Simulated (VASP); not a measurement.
# Rh in VASP: further runs

Rh is run at these levels: r2SCAN; tasks: single point.

Everything below comes from runs of VASP 6.6.1. Logs are shortened: lines on timing, memory, paths and dates and some standing lists are left out, and cuts for length are marked.

## (1) The cell of the first run

The typed cell holds 2 atoms: a = 2.667 Å, b = 2.667 Å, c = 4.296 Å, α = 90.00°, β = 90.00°, γ = 120.00°.

This isn't the form of Rh at room conditions, which is fcc.

## (2) Single point, r2SCAN (13.24 Å³/atom)

Contents of POSCAR:

```
Rh
1.0
   -1.4735206064      1.7932224315      1.3142996266
    1.7932224315     -1.4735206064      1.3142996266
    2.9939980452      2.9939980452     -0.7287651484
Rh
2
Direct
    0.0416678326      0.9583321674      0.0000000000
    0.7083321674      0.2916678326      0.5000000000
```

Contents of INCAR.step1:

```
SYSTEM = Rh
PREC = Accurate
ENCUT = 520
ISMEAR = -1
SIGMA = 0.1
LREAL = .FALSE.
LASPH = .TRUE.
NELM = 60
NBANDS = 22
GGA = PE
ALGO = Normal
EDIFF = 1E-4
LWAVE = .TRUE.
LCHARG = .FALSE.
```

Contents of INCAR.step2:

```
SYSTEM = Rh
PREC = Accurate
ENCUT = 520
EDIFF = 1E-6
ISMEAR = -1
SIGMA = 0.1
LREAL = .FALSE.
LASPH = .TRUE.
NELM = 60
ALGO = Normal
ISIF = 2
LWAVE = .FALSE.
LCHARG = .FALSE.
METAGGA = R2SCAN
LMIXTAU = .TRUE.
NBANDS = 22
ISTART = 1
```

Contents of KPOINTS:

```
regular mesh
0
G
  15 15 8
  0 0 0
```

Potentials or basis: VASP PAW PBE potentials, release 64 (Rh_pv).

The run is started by

```bash
> cat potpaw_PBE.64/Rh_pv/POTCAR > POTCAR
> cp INCAR.step1 INCAR
> mpirun -np 1 vasp_std > vasp.out
> cp INCAR.step2 INCAR
> mpirun -np 1 vasp_std > vasp.out
```

OUTCAR:

```text
SYSTEM = Rh
   PREC = Accurate
   ENCUT = 520
   EDIFF = 1E-6
   ISMEAR = -1
   LREAL = .FALSE.
   LASPH = .TRUE.
   NELM = 60
   ISIF = 2
   METAGGA = R2SCAN
   ISTART = 1

 ion  position               nearest neighbor table
   1  0.042  0.958  0.000-   2 2.64   2 2.64   2 2.64   2 2.64   2 2.64   2 2.64
   2  0.708  0.292  0.500-   1 2.64   1 2.64   1 2.64   1 2.64   1 2.64   1 2.64

  LATTYP: Found a base centered monoclinic cell.
 ALAT       =     2.6671993828
 B/A-ratio  =     1.7321060955
 C/A-ratio  =     1.6108323204
 COS(beta)  =    -0.0001098005

  Lattice vectors:

 A1 = (  -1.4735206064,   1.7932224315,   1.3142996266)
 A2 = (   1.7932224315,  -1.4735206064,   1.3142996266)
 A3 = (   2.9939980452,   2.9939980452,  -0.7287651484)

Analysis of symmetry for initial positions (statically):
=====================================================================
 Subroutine PRICEL returns:
 Original cell was already a primitive cell.

 Routine SETGRP: Setting up the symmetry group for a
 base centered monoclinic supercell.

 Subroutine GETGRP returns: Found  4 space group operations
 (whereof  2 operations were pure point group operations)
 out of a pool of  4 trial point group operations.

The static configuration has the point symmetry C_2 .
 The point group associated with its full space group is C_2h.

Analysis of symmetry for dynamics (positions and initial velocities):
=====================================================================
 Subroutine PRICEL returns:
 Original cell was already a primitive cell.

 Routine SETGRP: Setting up the symmetry group for a
 base centered monoclinic supercell.

 Subroutine GETGRP returns: Found  4 space group operations
 (whereof  2 operations were pure point group operations)
 out of a pool of  4 trial point group operations.

The dynamic configuration has the point symmetry C_2 .
 The point group associated with its full space group is C_2h.

 Subroutine INISYM returns: Found  4 space group operations
 (whereof  2 operations are pure point group operations),
 and found     1 'primitive' translations

----------------------------------------------------------------------------------------

                                     Primitive cell

  volume of cell :      26.4704

  direct lattice vectors                    reciprocal lattice vectors
    -1.473520606  1.793222432  1.314299627    -0.108088846  0.198026446  0.369492148
     1.793222432 -1.473520606  1.314299627     0.198026446 -0.108088846  0.369492148
     2.993998045  2.993998045 -0.728765148     0.162198968  0.162198968 -0.039454707

  length of vectors
     2.667263237  2.667263237  4.296410971     0.432922764  0.432922764  0.232752410

  position of ions in fractional coordinates (direct lattice)
     0.041667833  0.958332167  0.000000000
     0.708332167  0.291667833  0.500000000

  ion indices of the primitive-cell ions
   primitive index   ion index
                 1           1
                 2           2

----------------------------------------------------------------------------------------

 KPOINTS: regular mesh

Automatic generation of k-mesh.
 Grid dimensions read from file:
 generate k-points for:   15   15    8

 Generating k-lattice:

  Cartesian coordinates                     Fractional coordinates (reciprocal lattice)
    -0.007205923  0.013201763  0.024632810     0.066666667 -0.000000000 -0.000000000
     0.013201763 -0.007205923  0.024632810    -0.000000000  0.066666667 -0.000000000
     0.020274871  0.020274871 -0.004931838     0.000000000  0.000000000  0.125000000

  Length of vectors
     0.028861518  0.028861518  0.029094051

  Shift w.r.t. Gamma in fractional coordinates (k-lattice)
     0.000000000  0.000000000  0.000000000

 Subroutine IBZKPT returns following result:
 ===========================================

 Found    488 irreducible k-points:

 Following reciprocal coordinates:
            Coordinates               Weight
  0.000000  0.000000  0.000000      1.000000
  0.066667 -0.000000 -0.000000      4.000000
  0.133333 -0.000000 -0.000000      4.000000
  0.200000 -0.000000 -0.000000      4.000000
  0.266667 -0.000000 -0.000000      4.000000
  0.333333 -0.000000 -0.000000      4.000000
[... 16 lines left out ...]
  0.133333  0.133333 -0.000000      2.000000
  0.200000  0.133333  0.000000      4.000000
 [... further k-points ...]
   k-points           NKPTS =    488   k-points in BZ     NKDIM =    488   number of bands    NBANDS=     22
   number of dos      NEDOS =    301   number of ions     NIONS =      2
   total plane-waves  NPLWV =  12800
   dimension x,y,z NGX =    20 NGY =   20 NGZ =   32
   dimension x,y,z NGXF=    40 NGYF=   40 NGZF=   64
   ions per type =               2
   NGX,Y,Z   is equivalent  to a cutoff of  12.47, 12.47, 12.38 a.u.
   NGXF,Y,Z  is equivalent  to a cutoff of  24.93, 24.93, 24.76 a.u.
 SYSTEM =  Rh
   PREC   = accura    normal or accurate (medium, high low for compatibility)
   ISTART =      1    job   : 0-new  1-cont  2-samecut
   ICHARG =      0    charge: 1-file 2-atom 10-const
   ISPIN  =      1    spin polarized calculation?
   LNONCOLLINEAR =      F non collinear calculations
   LSORBIT =      F    spin-orbit coupling
   LASPH  =      T    aspherical Exc in radial PAW
   ENCUT  =  520.0 eV  38.22 Ry    6.18 a.u.   4.96  4.96  7.99*2*pi/ulx,y,z
   NELM   =     60;   NELMIN=  2; NELMDL=  0     # of ELM steps
   EDIFF  = 0.1E-05   stopping-criterion for ELM
   LREAL  =      F    real-space projection
   EDIFFG = 0.1E-04   stopping-criterion for IOM
   NSW    =      0    number of steps for IOM
   IBRION =     -1    ionic relax: 0-MD 1-quasi-New 2-CG
   NFREE  =      0    steps in history (QN), initial steepest desc. (CG)
   ISIF   =      2    stress and relaxation
   ISYM   =      2    0-nonsym 1-usesym 2-fastsym
   POTIM  = 0.5000    time-step for ionic-motion
   TEBEG  =    0.0;   TEEND  =   0.0 temperature during run
   PSTRESS=    0.0 pullay stress
   NELECT =      30.0000    total number of electrons
   NUPDOWN=      -1.0000    fix difference up-down
   EMIN   =  10.00;   EMAX   =-10.00  energy-range for DOS
   EFERMI =   0.00;   METHOD = LEGACY
   ISMEAR =    -1;   SIGMA  =   0.10  broadening in eV -4-tet -1-fermi 0-gaus
   EFERMI_NEDOS =   21; number of points for ismear=-14 and -15
   IALGO  =     38    algorithm
   IMIX   =      4    mixing-type and parameters
     AMIX     =   0.40;   BMIX     =  1.00
     AMIX_MAG =   1.60;   BMIX_MAG =  1.00
  volume/ion in A,a.u.               =      13.24        89.32
  Fermi-wavevector in a.u.,A,eV,Ry     =   1.706848  3.225475 39.638258  2.913330
  Thomas-Fermi vector in A             =   2.785809
   LORBIT       =      0    0 simple, 1 ext, 2 COOP (PROOUT), +10 PAW based schemes
   METAGGA = R2SCAN    functional components
   LHFCALC =     F    Hartree Fock is set to
   AEXX    =    0.0000 exact exchange contribution
   IVDW    =     0    specifies the selected vdW correction
   LEPSILON=     F    determine dielectric tensor
   LRPA    =     F    only Hartree local field effects (RPA)
 non-spin polarized calculation
  energy-cutoff  :      520.00
  volume of cell :       26.47
 maximum number of plane-waves:       732
   NGX =  9   NGY =  9   NGZ = 15

 number of electron      29.9999994 magnetization

 Free energy of the ion-electron system (eV)
  ---------------------------------------------------
  ext. energy  EPLUGINS =         0.00000000
  ---------------------------------------------------
  free energy    TOTEN  =       -48.18421369 eV

  energy without entropy =      -48.08411766  energy(sigma->0) =      -48.13416568

 E-fermi :  12.5491     XC(G=0): -15.4930

 val. band max:       12.5420771730   @ k =   0.4000   0.2000   0.2500
 cond. band min:      12.5495149618   @ k =  -0.2667   0.3333   0.3750
 fundamental gap:      0.0074377888
 Fermi energy:        12.5491010861

 k-point     1 :       0.0000    0.0000    0.0000
  band No.  band energies     occupation
      1     -36.3169      2.00000
      2     -35.5156      2.00000
      3     -35.5156      2.00000
      4     -35.3900      2.00000
      5     -35.3827      2.00000
      6     -35.3826      2.00000
[... 14 lines left out ...]
     21      29.8122      0.00000
     22      29.8125      0.00000

 k-point     2 :       0.0667   -0.0000   -0.0000
  band No.  band energies     occupation
      1     -36.3042      2.00000
      2     -35.5441      2.00000
      3     -35.5249      2.00000
      4     -35.4124      2.00000
      5     -35.3954      2.00000
      6     -35.3870      2.00000
[... 14 lines left out ...]
     21      29.8122      0.00000
     22      29.8124      0.00000

 k-point     3 :       0.1333   -0.0000   -0.0000
  band No.  band energies     occupation
      1     -36.2672      2.00000
      2     -35.6248      2.00000
      3     -35.5508      2.00000
      4     -35.4954      2.00000
      5     -35.4115      2.00000
      6     -35.3998      2.00000
[... 14 lines left out ...]
     21      29.8122      0.00000
     22      29.8148      0.00000

 k-point     4 :       0.2000   -0.0000   -0.0000
  band No.  band energies     occupation
      1     -36.2094      2.00000
      2     -35.7439      2.00000
      3     -35.6153      2.00000
      4     -35.5878      2.00000
      5     -35.4386      2.00000
      6     -35.4195      2.00000
[... 14 lines left out ...]
     21      29.8127      0.00000
     22      29.8140      0.00000

 k-point     5 :       0.2667   -0.0000   -0.0000
  band No.  band energies     occupation
      1     -36.1361      2.00000
      2     -35.8806      2.00000
      3     -35.7494      2.00000
      4     -35.6291      2.00000
      5     -35.4765      2.00000
      6     -35.4430      2.00000
[... 14 lines left out ...]
     21      29.8125      0.00000
     22      30.2655      0.00000

 k-point     6 :       0.3333   -0.0000   -0.0000
  band No.  band energies     occupation
      1     -36.0553      2.00000
      2     -36.0113      2.00000
      3     -35.8744      2.00000
      4     -35.6677      2.00000
      5     -35.5234      2.00000
      6     -35.4662      2.00000
[... 14 lines left out ...]
     21      28.6303      0.00000
     22      29.3356      0.00000

 k-point     7 :       0.4000   -0.0000   -0.0000
  band No.  band energies     occupation
      1     -36.1133      2.00000
      2     -35.9785      2.00000
      3     -35.9701      2.00000
      4     -35.6973      2.00000
      5     -35.5736      2.00000
      6     -35.4846      2.00000
[... 324 lines left out ...]
      6     -35.4195      2.00000
[... 14 lines left out ...]
     21      29.8120      0.00000
     22      29.8133      0.00000

 k-point    21 :      -0.1333    0.0667   -0.0000
  band No.  band energies     occupation
      1     -36.2794      2.00000
      2     -35.5950      2.00000
      3     -35.5496      2.00000
      4     -35.4626      2.00000
      5     -35.4061      2.00000
      6     -35.3985      2.00000
[... 14 lines left out ...]
     21      29.8123      0.00000
     22      29.8135      0.00000

 k-point    22 :      -0.0667    0.0667    0.0000
  band No.  band energies     occupation
      1     -36.3042      2.00000
      2     -35.5441      2.00000
      3     -35.5249      2.00000
      4     -35.4124      2.00000
      5     -35.3954      2.00000
      6     -35.3870      2.00000
[... 14 lines left out ...]
     21      29.8122      0.00000
     22      29.8124      0.00000

 k-point    23 :       0.1333    0.1333   -0.0000
  band No.  band energies     occupation
      1     -36.1765      2.00000
      2     -35.7718      2.00000
      3     -35.7231      2.00000
      4     -35.5734      2.00000
      5     -35.4553      2.00000
      6     -35.4551      2.00000
[... 14 lines left out ...]
     21      29.1790      0.00000
     22      29.8138      0.00000

 k-point    24 :       0.2000    0.1333    0.0000
  band No.  band energies     occupation
      1     -36.1060      2.00000
      2     -35.8796      2.00000
      3     -35.8270      2.00000
      4     -35.6294      2.00000
      5     -35.4940      2.00000
      6     -35.4932      2.00000
[... 14 lines left out ...]
     21      27.7065      0.00000
     22      29.8128      0.00000

 [... further k-points ...]
[... 5 lines left out ...]
  --------------------------------------------------------------------------------------
  -------------------------------------------------------------------------------------
  Total        2.3424514      2.3424514      2.3294061      0.0151875     -0.0023523     -0.0023522
  in kB      141.7816111    141.7816111    140.9920150      0.9192516     -0.1423751     -0.1423738
  external PRESSURE =     141.5184124 kB  Pullay stress =       0.0000000 kB

 VOLUME and BASIS-vectors are now :
 -----------------------------------------------------------------------------
  energy-cutoff  :      520.00
  volume of cell :       26.47
      direct lattice vectors                 reciprocal lattice vectors
    -1.473520606  1.793222432  1.314299627    -0.108088846  0.198026446  0.369492148
     1.793222432 -1.473520606  1.314299627     0.198026446 -0.108088846  0.369492148
     2.993998045  2.993998045 -0.728765148     0.162198968  0.162198968 -0.039454707

 POSITION                                       TOTAL-FORCE (eV/Angst)
 -----------------------------------------------------------------------------------
      1.65710     -1.33740      1.31430         0.000106     -0.000106     -0.000000
      0.97628      2.33742      0.94992        -0.000106      0.000106      0.000000
 -----------------------------------------------------------------------------------
    total drift:                               -0.000000     -0.000000      0.000000

  FREE ENERGIE OF THE ION-ELECTRON SYSTEM (eV)
  ---------------------------------------------------
  free  energy   TOTEN  =       -48.1842136899 eV

  energy  without entropy=      -48.0841176609  energy(sigma->0) =      -48.13416568
```

It took 11 min on 1 thread of Intel Xeon Platinum 8259CL at 2.50GHz (Skylake/Cascade Lake), shared host; peak memory 0.32 GiB.

What came out:

```yaml
Free_energy: -48.1842 eV
Pressure: 14.2 GPa
Band_gap_on_the_k_mesh: zero (bands 15 and 16 overlap by 2.57 eV)
```

Levels at points of the mesh, in eV from the Fermi level:
```tsv
k point	band 13	band 14	band 15	band 16	band 17	band 18
(0.00, 0.00, 0.00)	-2.76	-2.14	-2.14	0.15	0.15	0.89
(0.00, 0.00, 0.50)	-3.46	-3.46	-0.48	-0.48	-0.48	-0.48
```

Caveat: the cell stands under pressure; the PAW data sets were made with another functional, which shifts forces and pressure a little.

## (3) Single point, r2SCAN (15.44 Å³/atom)

This run uses another cell than the first one, of 15.44 Å³/atom.

Contents of POSCAR:

```
Rh
1.0
   -1.5512143374      1.8877729527      1.3835981768
    1.8877729527     -1.5512143374      1.3835981768
    3.1518613814      3.1518613814     -0.7671904565
Rh
2
Direct
    0.0416678326      0.9583321674      0.0000000000
    0.7083321674      0.2916678326      0.5000000000
```

Contents of INCAR.step1:

```
SYSTEM = Rh
  PREC = Accurate
  ENCUT = 520
  ISMEAR = -1
  SIGMA = 0.1
  LREAL = .False.
  LASPH = .True.
  NELM = 100
  NBANDS = 22
  GGA = PE
  ALGO = Normal
  EDIFF = 1E-4
  LWAVE = .True.
  LCHARG = .False.
```

Contents of INCAR.step2:

```
SYSTEM = Rh
  PREC = Accurate
  ENCUT = 520
  EDIFF = 1E-6
  ISMEAR = -1
  SIGMA = 0.1
  LREAL = .False.
  LASPH = .True.
  NELM = 100
  ALGO = Normal
  ISIF = 2
  LWAVE = .False.
  LCHARG = .False.
  METAGGA = R2SCAN
  LMIXTAU = .True.
  NBANDS = 22
  ISTART = 1
```

Contents of KPOINTS:

```
regular mesh
0
Gamma
  15 15 8
  0 0 0
```

Potentials or basis: VASP PAW PBE potentials, release 64 (Rh_pv).

The run is started by

```bash
> cat potpaw_PBE.64/Rh_pv/POTCAR > POTCAR
> cp INCAR.step1 INCAR
> mpirun -np 1 vasp_std > vasp.out
> cp INCAR.step2 INCAR
> mpirun -np 1 vasp_std > vasp.out
```

Run time: 15 min. Hardware: 1 thread of Intel Xeon Platinum 8259CL at 2.50GHz (Skylake/Cascade Lake), shared host; peak memory 0.36 GiB.

Results (log left out):

```yaml
Free_energy: -47.9851 eV
Pressure: -22.7 GPa
Band_gap_on_the_k_mesh: zero (bands 15 and 16 overlap by 1.98 eV)
```

Stress tensor (GPa, compression positive):
```
-22.79  -0.42   0.11
 -0.42 -22.79   0.11
  0.11   0.11 -22.39
```

Levels at points of the mesh, in eV from the Fermi level:
```csv
k point,band 12,band 13,band 14,band 15,band 16,band 17,band 18,band 19
"(0.00, 0.00, 0.00)",-2.16,-2.16,-1.68,-1.68,0.13,0.13,1.09,8.02
"(0.00, 0.00, 0.50)",-2.71,-2.71,-2.71,-0.38,-0.38,-0.38,-0.38,14.96
```

Caveat: the cell stands under tension; the PAW data sets were made with another functional, which shifts forces and pressure a little.
